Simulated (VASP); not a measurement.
# Ga (I4/mmm) in VASP: a series of runs, part 2 of 2

VASP 6.6.1.

## Step 4: Electric field gradients, PBEsol (zz strain of -1 %)

Input file INCAR:

```
SYSTEM = Ga
PREC     = Accurate       ! precision mode
ENCUT    = 520            ! plane-wave cutoff, eV
EDIFF    = 1E-8           ! SCF threshold, eV
ISMEAR   = -1             ! smearing method
SIGMA    = 0.03           ! smearing width, eV
LREAL    = .FALSE.        ! projectors in reciprocal space
LASPH    = .TRUE.         ! aspherical terms in the spheres
NELM     = 60             ! most SCF steps
ALGO     = Normal         ! electronic algorithm
ISIF     = 2              ! what is computed and relaxed
LWAVE    = .FALSE.        ! write WAVECAR
LCHARG   = .FALSE.        ! write CHGCAR
GGA      = PS             ! functional
LEFG     = .TRUE.       
NBANDS   = 12             ! bands
```

Input file KPOINTS:

```
regular mesh
0
G
  16 16 16
  0 0 0
```

Input file POSCAR:

```
Ga
1.0
   -1.4040000000      1.4040000000      2.2067100000
    1.4040000000     -1.4040000000      2.2067100000
    1.4040000000      1.4040000000     -2.2067100000
Ga
1
Direct
    0.0000000000      0.0000000000      0.0000000000
```

Potentials or basis: VASP PAW PBE potentials, release 64 (Ga_d).

Launch:

```bash
> cat potpaw_PBE.64/Ga_d/POTCAR > POTCAR
> mpirun -np 1 vasp_std > vasp.out
```

OUTCAR:

```text
SYSTEM = Ga
   PREC = Accurate
   ENCUT = 520
   EDIFF = 1E-8
   ISMEAR = -1
   LREAL = .FALSE.
   LASPH = .TRUE.
   NELM = 60
   ISIF = 2
   GGA = PS

 ion  position               nearest neighbor table
   1  0.000  0.000  0.000-

  LATTYP: Found a body centered tetragonal cell.
 ALAT       =     2.8080000000
 C/A-ratio  =     1.5717307692

  Lattice vectors:

 A1 = (  -1.4040000000,   1.4040000000,   2.2067100000)
 A2 = (   1.4040000000,  -1.4040000000,   2.2067100000)
 A3 = (   1.4040000000,   1.4040000000,  -2.2067100000)

Analysis of symmetry for initial positions (statically):
=====================================================================
 Subroutine PRICEL returns:
 Original cell was already a primitive cell.

 Routine SETGRP: Setting up the symmetry group for a
 body centered tetragonal supercell.

 Subroutine GETGRP returns: Found 16 space group operations
 (whereof 16 operations were pure point group operations)
 out of a pool of 16 trial point group operations.

The static configuration has the point symmetry D_4h.

Analysis of symmetry for dynamics (positions and initial velocities):
=====================================================================
 Subroutine PRICEL returns:
 Original cell was already a primitive cell.

 Routine SETGRP: Setting up the symmetry group for a
 body centered tetragonal supercell.

 Subroutine GETGRP returns: Found 16 space group operations
 (whereof 16 operations were pure point group operations)
 out of a pool of 16 trial point group operations.

The dynamic configuration has the point symmetry D_4h.

 Subroutine INISYM returns: Found 16 space group operations
 (whereof 16 operations are pure point group operations),
 and found     1 'primitive' translations

----------------------------------------------------------------------------------------

                                     Primitive cell

  volume of cell :      17.3996

  direct lattice vectors                    reciprocal lattice vectors
    -1.404000000  1.404000000  2.206710000     0.000000000  0.356125356  0.226581653
     1.404000000 -1.404000000  2.206710000     0.356125356  0.000000000  0.226581653
     1.404000000  1.404000000 -2.206710000     0.356125356  0.356125356  0.000000000

  length of vectors
     2.968501478  2.968501478  2.968501478     0.422095386  0.422095386  0.503637309

  position of ions in fractional coordinates (direct lattice)
     0.000000000  0.000000000  0.000000000

  ion indices of the primitive-cell ions
   primitive index   ion index
                 1           1

----------------------------------------------------------------------------------------

 KPOINTS: regular mesh

Automatic generation of k-mesh.
 Grid dimensions read from file:
 generate k-points for:   16   16   16

 Generating k-lattice:

  Cartesian coordinates                     Fractional coordinates (reciprocal lattice)
     0.000000000  0.022257835  0.014161353     0.062500000  0.000000000  0.000000000
     0.022257835  0.000000000  0.014161353     0.000000000  0.062500000  0.000000000
[... 73 lines left out ...]
   ISMEAR =    -1;   SIGMA  =   0.03  broadening in eV -4-tet -1-fermi 0-gaus
   EFERMI_NEDOS =   21; number of points for ismear=-14 and -15
   IALGO  =     38    algorithm
   IMIX   =      4    mixing-type and parameters
     AMIX     =   0.40;   BMIX     =  1.00
     AMIX_MAG =   1.60;   BMIX_MAG =  1.00
  volume/ion in A,a.u.               =      17.40       117.42
  Fermi-wavevector in a.u.,A,eV,Ry     =   1.485512  2.807210 30.024595  2.206746
  Thomas-Fermi vector in A             =   2.598914
   LORBIT       =      0    0 simple, 1 ext, 2 COOP (PROOUT), +10 PAW based schemes
   GGA     = PS    functional components
   LHFCALC =     F    Hartree Fock is set to
   AEXX    =    0.0000 exact exchange contribution
   IVDW    =     0    specifies the selected vdW correction
   LEPSILON=     F    determine dielectric tensor
   LRPA    =     F    only Hartree local field effects (RPA)
 non-spin polarized calculation
  energy-cutoff  :      520.00
  volume of cell :       17.40
 maximum number of plane-waves:       481
 NGX is ok and might be reduce to    24
   NGX = 11   NGY = 11   NGZ = 11

 number of electron      12.9999996 magnetization

 Free energy of the ion-electron system (eV)
  ---------------------------------------------------
  ext. energy  EPLUGINS =         0.00000000
  ---------------------------------------------------
  free energy    TOTEN  =        -3.33735449 eV

  energy without entropy =       -3.33666760  energy(sigma->0) =       -3.33701104

 E-fermi :   6.1693     XC(G=0): -11.5624

 val. band max:        6.1656801148   @ k =   0.2500   0.2500   0.1875
 cond. band min:       6.2309215909   @ k =  -0.3125   0.5000   0.3125
 fundamental gap:      0.0652414761
 Fermi energy:         6.1692983907

 k-point     1 :       0.0000    0.0000    0.0000
  band No.  band energies     occupation
      1      -8.8211      2.00000
      2      -8.6977      2.00000
      3      -8.6977      2.00000
      4      -8.6612      2.00000
      5      -8.5302      2.00000
      6      -5.5135      2.00000
      7      19.2979      0.00000
      8      19.2979      0.00000
      9      19.3771      0.00000
     10      22.6421      0.00000
     11      22.7653      0.00000
     12      23.3336      0.00000
[... 331 lines left out ...]
 k-point    24 :      -0.0625    0.0625    0.0000
  band No.  band energies     occupation
      1      -8.8059      2.00000
      2      -8.7065      2.00000
      3      -8.6905      2.00000
      4      -8.6563      2.00000
      5      -8.5376      2.00000
      6      -5.3616      2.00000
      7      18.1470      0.00000
      8      18.4369      0.00000
      9      18.7835      0.00000
     10      20.9103      0.00000
     11      24.1742      0.00000
     12      24.2482      0.00000

 [... further k-points ...]

------------------------ aborting loop because EDIFF is reached ----------------------------------------

  FORCE on cell =-STRESS in cart. coord.  units (eV):
  Direction    XX          YY          ZZ          XY          YZ          ZX
  --------------------------------------------------------------------------------------
  -------------------------------------------------------------------------------------
  Total        0.1406324      0.1406324      0.1267212      0.0000000     -0.0000000      0.0000000
  in kB       12.9496001     12.9496001     11.6686456      0.0000000     -0.0000000      0.0000000
  external PRESSURE =      12.5226153 kB  Pullay stress =       0.0000000 kB

 VOLUME and BASIS-vectors are now :
 -----------------------------------------------------------------------------
  energy-cutoff  :      520.00
  volume of cell :       17.40
      direct lattice vectors                 reciprocal lattice vectors
    -1.404000000  1.404000000  2.206710000     0.000000000  0.356125356  0.226581653
     1.404000000 -1.404000000  2.206710000     0.356125356  0.000000000  0.226581653
     1.404000000  1.404000000 -2.206710000     0.356125356  0.356125356  0.000000000

 POSITION                                       TOTAL-FORCE (eV/Angst)
 -----------------------------------------------------------------------------------
      0.00000      0.00000      0.00000        -0.000000      0.000000     -0.000000
 -----------------------------------------------------------------------------------
    total drift:                               -0.000000      0.000000      0.000000

  FREE ENERGIE OF THE ION-ELECTRON SYSTEM (eV)
  ---------------------------------------------------
  free  energy   TOTEN  =        -3.3373544856 eV

  energy  without entropy=       -3.3366675965  energy(sigma->0) =       -3.33701104

 Electric field gradients (V/A^2)
---------------------------------------------------------------------
 ion       V_xx      V_yy      V_zz      V_xy      V_xz      V_yz
---------------------------------------------------------------------
   1      -9.442    -9.442    18.883    -0.001    -0.001    -0.001
---------------------------------------------------------------------

 Electric field gradients after diagonalization (V/A^2)
 (convention: |V_zz| > |V_xx| > |V_yy|)
----------------------------------------------------------------------
 ion       V_xx      V_yy      V_zz     asymmetry (V_yy - V_xx)/ V_zz
----------------------------------------------------------------------
   1      -9.443    -9.440    18.883       0.000
----------------------------------------------------------------------

           NMR quadrupolar parameters

 Cq : quadrupolar parameter    Cq=e*Q*V_zz/h
 eta: asymmetry parameters     (V_yy - V_xx)/ V_zz
 Q  : nuclear electric quadrupole moment in mb (millibarn)
----------------------------------------------------------------------
 ion       Cq(MHz)       eta       Q (mb)
----------------------------------------------------------------------
   1       0.046       0.000       1.000
----------------------------------------------------------------------
```

Wall time 2 min (1 thread of AMD EPYC 7R13, shared host); peak memory 0.16 GiB.

What came out:

```yaml
Free_energy: -3.3374 eV
Pressure: 1.3 GPa
```

Electric field gradients, principal values (V/Å²):
```tsv
atom	least	middle	greatest (by size)
1 Ga	-9.440	-9.443	18.883
```

Caveat: the cell differs from its parent crystal (zz strain of -1 %); without QUAD_EFG the Cq values of the log hold for a quadrupole moment of 1 mb, not for the nuclei; the PAW data sets were made with another functional, which shifts forces and pressure a little.

## Step 5: Electric field gradients, PBEsol (zz strain of -1 %)

Input file INCAR:

```
ALGO = Normal
EDIFF = 1E-8
ENCUT = 520
GGA = PS
ISIF = 2
ISMEAR = -1
LASPH = True
LCHARG = False
LEFG = True
LREAL = False
LWAVE = False
NBANDS = 12
NELM = 100
PREC = Accurate
SIGMA = 0.03
```

Input file KPOINTS:

```
k-points
0
Gamma
  16 16 16
```

POSCAR is that of step 4.

Potentials or basis: VASP PAW PBE potentials, release 64 (Ga_d).

Launch:

```bash
> cat potpaw_PBE.64/Ga_d/POTCAR > POTCAR
> mpirun -np 1 vasp_std > vasp.out
```

OUTCAR:

```text
EDIFF = 1E-8
   ENCUT = 520
   GGA = PS
   ISIF = 2
   ISMEAR = -1
   LASPH = True
   LREAL = False
   NELM = 100
   PREC = Accurate

 ion  position               nearest neighbor table
   1  0.000  0.000  0.000-

  LATTYP: Found a body centered tetragonal cell.
 ALAT       =     2.8080000000
 C/A-ratio  =     1.5717307692

  Lattice vectors:

[... 567 lines left out ...]
 -----------------------------------------------------------------------------------
    total drift:                               -0.000000      0.000000      0.000000

  FREE ENERGIE OF THE ION-ELECTRON SYSTEM (eV)
  ---------------------------------------------------
  free  energy   TOTEN  =        -3.3373544856 eV

  energy  without entropy=       -3.3366675965  energy(sigma->0) =       -3.33701104

 Electric field gradients (V/A^2)
---------------------------------------------------------------------
 ion       V_xx      V_yy      V_zz      V_xy      V_xz      V_yz
---------------------------------------------------------------------
   1      -9.442    -9.442    18.883    -0.001    -0.001    -0.001
---------------------------------------------------------------------

 Electric field gradients after diagonalization (V/A^2)
 (convention: |V_zz| > |V_xx| > |V_yy|)
----------------------------------------------------------------------
 ion       V_xx      V_yy      V_zz     asymmetry (V_yy - V_xx)/ V_zz
----------------------------------------------------------------------
   1      -9.443    -9.440    18.883       0.000
----------------------------------------------------------------------

           NMR quadrupolar parameters

 Cq : quadrupolar parameter    Cq=e*Q*V_zz/h
 eta: asymmetry parameters     (V_yy - V_xx)/ V_zz
 Q  : nuclear electric quadrupole moment in mb (millibarn)
----------------------------------------------------------------------
 ion       Cq(MHz)       eta       Q (mb)
----------------------------------------------------------------------
   1       0.046       0.000       1.000
----------------------------------------------------------------------
```

OSZICAR:

```text
N       E                     dE             d eps       ncg     rms          rms(c)
DAV:   1     0.432162962265E+02    0.43216E+02   -0.67182E+03  9196   0.192E+03
DAV:   2    -0.130340741760E+01   -0.44520E+02   -0.42682E+02  8860   0.266E+02
DAV:   3    -0.336886887432E+01   -0.20655E+01   -0.20595E+01  9640   0.455E+01
DAV:   4    -0.338505478399E+01   -0.16186E-01   -0.16184E-01  9664   0.426E+00
DAV:   5    -0.338522361286E+01   -0.16883E-03   -0.16883E-03 10036   0.417E-01    0.102E+00
DAV:   6    -0.334627295836E+01    0.38951E-01   -0.64540E-02 10456   0.542E+00    0.472E-01
DAV:   7    -0.333841946283E+01    0.78535E-02   -0.91725E-03 10824   0.173E+00    0.140E-01
DAV:   8    -0.333735234605E+01    0.10671E-02   -0.84647E-04 10744   0.523E-01    0.713E-03
DAV:   9    -0.333735389247E+01   -0.15464E-05   -0.71081E-06 10752   0.446E-02    0.347E-03
DAV:  10    -0.333735455835E+01   -0.66588E-06   -0.30361E-07  9684   0.848E-03    0.216E-04
DAV:  11    -0.333735451471E+01    0.43639E-07   -0.57754E-09  7328   0.122E-03    0.983E-05
DAV:  12    -0.333735448643E+01    0.28278E-07   -0.81863E-10  5840   0.381E-04    0.503E-06
DAV:  13    -0.333735448557E+01    0.86902E-09   -0.16037E-10  5204   0.155E-04
   1 F= -.33373545E+01 E0= -.33370110E+01  d E =-.686889E-03
```

stdout:

```text
POSCAR found type information on POSCAR Ga
 POSCAR found :  1 types and       1 ions
 scaLAPACK will be used
 -----------------------------------------------------------------------------
|                                                                             |
|                                                                             |
|     You enforced a specific xc type in the INCAR file but a different       |
|     I HOPE YOU KNOW WHAT YOU ARE DOING!                                     |
|                                                                             |
 -----------------------------------------------------------------------------

 LDA part: xc-table for (Slater+PW92), standard interpolation
 POSCAR, INCAR and KPOINTS ok, starting setup
 FFT: planning ... GRIDC
 FFT: planning ... GRID_SOFT
 FFT: planning ... GRID
 WAVECAR not read
 entering main loop
ion   1
```

Run time: 25 s. Hardware: 1 thread of Intel Xeon Platinum 8559C (Emerald Rapids), shared host; peak memory 0.19 GiB.

What came out:

```yaml
Free_energy: -3.3374 eV
Pressure: 1.3 GPa
```

Electric field gradients, principal values (V/Å²):
| atom | least | middle | greatest (by size) |
| --- | --- | --- | --- |
| 1 Ga | -9.440 | -9.443 | 18.883 |

Caveat: the cell differs from its parent crystal (zz strain of -1 %); without QUAD_EFG the Cq values of the log hold for a quadrupole moment of 1 mb, not for the nuclei; the PAW data sets were made with another functional, which shifts forces and pressure a little.

## Step 6: Summary

```csv
cell,gap on the mesh (eV),pressure (GPa)
"a = 2.945 Å, angles 123.9, 123.9, 83.4°, 1 atom",none,3.5
"a = 2.972 Å, angles 124.2, 124.2, 82.8°, 1 atom",none,2.1
"a = 2.969 Å, angles 123.5, 123.5, 84.0°, 1 atom",none,1.3
```

Alike in all rows: task electric field gradients; level PBEsol; potentials or basis VASP PAW PBE potentials, release 64 (Ga_d); no spin polarisation; k mesh 16 × 16 × 16; cutoff (eV) 520; smearing fermi-dirac 0.03 eV.

Caveats: the PAW data sets were made with another functional, which shifts forces and pressure a little.

Absolute energies hang on the potentials; compare differences alone.
